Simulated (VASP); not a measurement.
# Ge3P2 (P-4m2) in VASP: single point with PBE

Aim: the single point of Ge3P2 with PBE.

All numbers are computed with VASP 6.6.1; they aren't measurements. Logs are shortened: lines on timing, memory, paths and dates and some standing lists are left out, and cuts for length are marked.

**1. The cell of the first run**

It takes space group P-4m2 (No. 115, tetragonal). Conventional cell: a = 3.744 Å, b = 3.744 Å, c = 7.473 Å, α = 90.00°, β = 90.00°, γ = 90.00°. Within 3.2 Å of Ge (site symmetry -4m2) lie 4 P at 2.40 Å. Ge (site symmetry -4m2) has 4 Ge at 2.65 Å and 4 P at 2.91 Å within 3.5 Å. Within 3.5 Å of Ge (site symmetry -4m2) lie 4 Ge at 2.65 Å and 4 P at 2.91 Å. P (site symmetry 2mm) has 6 Ge at 2.40 to 2.91 Å within 3.2 Å.

**2. Single point, PBE**

INCAR reads:

```
SYSTEM = Ge3P2
  PREC = Accurate
  ENCUT = 520
  EDIFF = 1E-6
  ISMEAR = 0
  SIGMA = 0.1
  LREAL = .False.
  LASPH = .True.
  NELM = 100
  ALGO = Normal
  ISIF = 2
  LWAVE = .False.
  LCHARG = .False.
  GGA = PE
  NBANDS = 34
```

KPOINTS reads:

```
regular mesh
0
Gamma
  10 10 6
  0 0 0
```

POSCAR reads:

```
Ge3P2
1.0
    3.7440103253      0.0000000000      0.0000000000
    0.0000000000      3.7440103253      0.0000000000
    0.0000000000      0.0000000000      7.4734234955
Ge P
3 2
Direct
    0.0000000000      0.0000000000      0.0000000000
    0.5000000000      0.5000000000      0.5000000000
    0.0000000000      0.0000000000      0.5000000000
    0.5000000000      0.0000000000      0.7983546734
    0.0000000000      0.5000000000      0.2016453266
```

Potentials or basis: VASP PAW PBE potentials, release 64 (Ge_d, P).

Run with:

```console
cat potpaw_PBE.64/Ge_d/POTCAR potpaw_PBE.64/P/POTCAR > POTCAR
mpirun -np 1 vasp_std > vasp.out
```

OUTCAR:

```text
SYSTEM = Ge3P2
   PREC = Accurate
   ENCUT = 520
   EDIFF = 1E-6
   ISMEAR = 0
   LREAL = .False.
   LASPH = .True.
   NELM = 100
   ISIF = 2
   GGA = PE

 ion  position               nearest neighbor table
   1  0.000  0.000  0.000-   4 2.40   5 2.40   5 2.40   4 2.40
   2  0.500  0.500  0.500-   3 2.65   3 2.65   3 2.65   3 2.65   4 2.91   5 2.91   5 2.91   4 2.91

   3  0.000  0.000  0.500-   2 2.65   2 2.65   2 2.65   2 2.65   5 2.91   5 2.91   4 2.91   4 2.91

   4  0.500  0.000  0.798-   1 2.40   1 2.40   3 2.91   2 2.91   2 2.91   3 2.91
   5  0.000  0.500  0.202-   1 2.40   1 2.40   3 2.91   2 2.91   3 2.91   2 2.91

  LATTYP: Found a simple tetragonal cell.
 ALAT       =     3.7440103253
 C/A-ratio  =     1.9961011980

  Lattice vectors:

 A1 = (   3.7440103253,   0.0000000000,   0.0000000000)
 A2 = (   0.0000000000,   3.7440103253,   0.0000000000)
 A3 = (   0.0000000000,   0.0000000000,   7.4734234955)

Analysis of symmetry for initial positions (statically):
=====================================================================
 Subroutine PRICEL returns:
 Original cell was already a primitive cell.

 Routine SETGRP: Setting up the symmetry group for a
 simple tetragonal supercell.

 Subroutine GETGRP returns: Found  8 space group operations
 (whereof  8 operations were pure point group operations)
 out of a pool of 16 trial point group operations.

The static configuration has the point symmetry D_2d.

Analysis of symmetry for dynamics (positions and initial velocities):
=====================================================================
 Subroutine PRICEL returns:
 Original cell was already a primitive cell.

 Routine SETGRP: Setting up the symmetry group for a
 simple tetragonal supercell.

 Subroutine GETGRP returns: Found  8 space group operations
 (whereof  8 operations were pure point group operations)
 out of a pool of 16 trial point group operations.

The dynamic configuration has the point symmetry D_2d.

 Subroutine INISYM returns: Found  8 space group operations
 (whereof  8 operations are pure point group operations),
 and found     1 'primitive' translations

----------------------------------------------------------------------------------------

                                     Primitive cell
[... 96 lines left out ...]
   NELM   =    100;   NELMIN=  2; NELMDL= -5     # of ELM steps
   EDIFF  = 0.1E-05   stopping-criterion for ELM
   LREAL  =      F    real-space projection
   EDIFFG = 0.1E-04   stopping-criterion for IOM
   NSW    =      0    number of steps for IOM
   IBRION =     -1    ionic relax: 0-MD 1-quasi-New 2-CG
   NFREE  =      0    steps in history (QN), initial steepest desc. (CG)
   ISIF   =      2    stress and relaxation
   ISYM   =      2    0-nonsym 1-usesym 2-fastsym
   POTIM  = 0.5000    time-step for ionic-motion
   TEBEG  =    0.0;   TEEND  =   0.0 temperature during run
   PSTRESS=    0.0 pullay stress
   NELECT =      52.0000    total number of electrons
   NUPDOWN=      -1.0000    fix difference up-down
   EMIN   =  10.00;   EMAX   =-10.00  energy-range for DOS
   EFERMI =   0.00;   METHOD = LEGACY
   ISMEAR =     0;   SIGMA  =   0.10  broadening in eV -4-tet -1-fermi 0-gaus
   EFERMI_NEDOS =   21; number of points for ismear=-14 and -15
   IALGO  =     38    algorithm
   IMIX   =      4    mixing-type and parameters
     AMIX     =   0.40;   BMIX     =  1.00
     AMIX_MAG =   1.60;   BMIX_MAG =  1.00
  volume/ion in A,a.u.               =      20.95       141.39
  Fermi-wavevector in a.u.,A,eV,Ry     =   1.296218  2.449497 22.860253  1.680181
  Thomas-Fermi vector in A             =   2.427688
   LORBIT       =      0    0 simple, 1 ext, 2 COOP (PROOUT), +10 PAW based schemes
   GGA     = PE    functional components
   LHFCALC =     F    Hartree Fock is set to
   AEXX    =    0.0000 exact exchange contribution
   IVDW    =     0    specifies the selected vdW correction
   LEPSILON=     F    determine dielectric tensor
   LRPA    =     F    only Hartree local field effects (RPA)
 non-spin polarized calculation
 Gauss-broadening in eV      SIGMA  =   0.10
  energy-cutoff  :      520.00
  volume of cell :      104.76
 maximum number of plane-waves:      2848
 NGX is ok and might be reduce to    28
   NGX = 13   NGY = 13   NGZ = 27

 number of electron      51.9999923 magnetization

 Free energy of the ion-electron system (eV)
  ---------------------------------------------------
  ext. energy  EPLUGINS =         0.00000000
  ---------------------------------------------------
  free energy    TOTEN  =       -22.52835651 eV

  energy without entropy =      -22.51820841  energy(sigma->0) =      -22.52328246

 E-fermi :   5.3649     XC(G=0): -10.0982

 val. band max:        5.3632446650   @ k =   0.2000   0.0000   0.5000
 cond. band min:       5.3781822474   @ k =   0.1000   0.0000   0.0000
 fundamental gap:      0.0149375824
 Fermi energy:         5.3648812715

 k-point     1 :       0.0000    0.0000    0.0000
  band No.  band energies     occupation
      1     -19.6133      2.00000
      2     -19.5618      2.00000
      3     -19.5196      2.00000
      4     -19.5106      2.00000
      5     -19.5106      2.00000
      6     -19.4318      2.00000
[... 877 lines left out ...]
     33      10.3229      0.00000
     34      11.0082      0.00000

 [... further k-points ...]

------------------------ aborting loop because EDIFF is reached ----------------------------------------

  FORCE on cell =-STRESS in cart. coord.  units (eV):
  Direction    XX          YY          ZZ          XY          YZ          ZX
  --------------------------------------------------------------------------------------
  -------------------------------------------------------------------------------------
  Total       -0.0408334     -0.0408334     -0.0418062      0.0000000     -0.0000000      0.0000000
  in kB       -0.6245007     -0.6245007     -0.6393773      0.0000000     -0.0000000      0.0000000
  external PRESSURE =      -0.6294596 kB  Pullay stress =       0.0000000 kB

 VOLUME and BASIS-vectors are now :
 -----------------------------------------------------------------------------
  energy-cutoff  :      520.00
  volume of cell :      104.76
      direct lattice vectors                 reciprocal lattice vectors
     3.744010325  0.000000000  0.000000000     0.267093280  0.000000000  0.000000000
     0.000000000  3.744010325  0.000000000     0.000000000  0.267093280  0.000000000
     0.000000000  0.000000000  7.473423495     0.000000000  0.000000000  0.133807485

 POSITION                                       TOTAL-FORCE (eV/Angst)
 -----------------------------------------------------------------------------------
      0.00000      0.00000      0.00000         0.000000      0.000000      0.000000
      1.87201      1.87201      3.73671        -0.000000     -0.000000      0.000000
      0.00000      0.00000      3.73671         0.000000      0.000000      0.000000
      1.87201      0.00000      5.96644        -0.000000      0.000000      0.015619
      0.00000      1.87201      1.50698        -0.000000      0.000000     -0.015619
 -----------------------------------------------------------------------------------
    total drift:                                0.000000      0.000000      0.000000

  FREE ENERGIE OF THE ION-ELECTRON SYSTEM (eV)
  ---------------------------------------------------
  free  energy   TOTEN  =       -22.5283565125 eV

  energy  without entropy=      -22.5182084129  energy(sigma->0) =      -22.52328246
```

stdout:

```text
POSCAR found type information on POSCAR GeP
 POSCAR found :  2 types and       5 ions
 scaLAPACK will be used
 LDA part: xc-table for (Slater+PW92), standard interpolation
 POSCAR, INCAR and KPOINTS ok, starting setup
 FFT: planning ... GRIDC
 FFT: planning ... GRID_SOFT
 FFT: planning ... GRID
 WAVECAR not read
 entering main loop
```

Wall time 3.4 min (1 thread of Intel Xeon Platinum 8259CL at 2.50GHz (Skylake/Cascade Lake), shared host); peak memory 0.35 GiB.

Results:

| Property | Result |
| --- | --- |
| Free energy | -22.5284 eV |
| Pressure | -0.1 GPa |
| Largest force | 0.016 eV/Å |
| Band gap on the k mesh | zero (band 26 reaches 6.32 eV, above the bottom of band 27 at 3.51 eV) |

Forces on the atoms (eV/Å):
```
Ge   0.000  0.000  0.000
Ge   0.000  0.000  0.000
Ge   0.000  0.000  0.000
P    0.000  0.000  0.016
P    0.000  0.000 -0.016
```
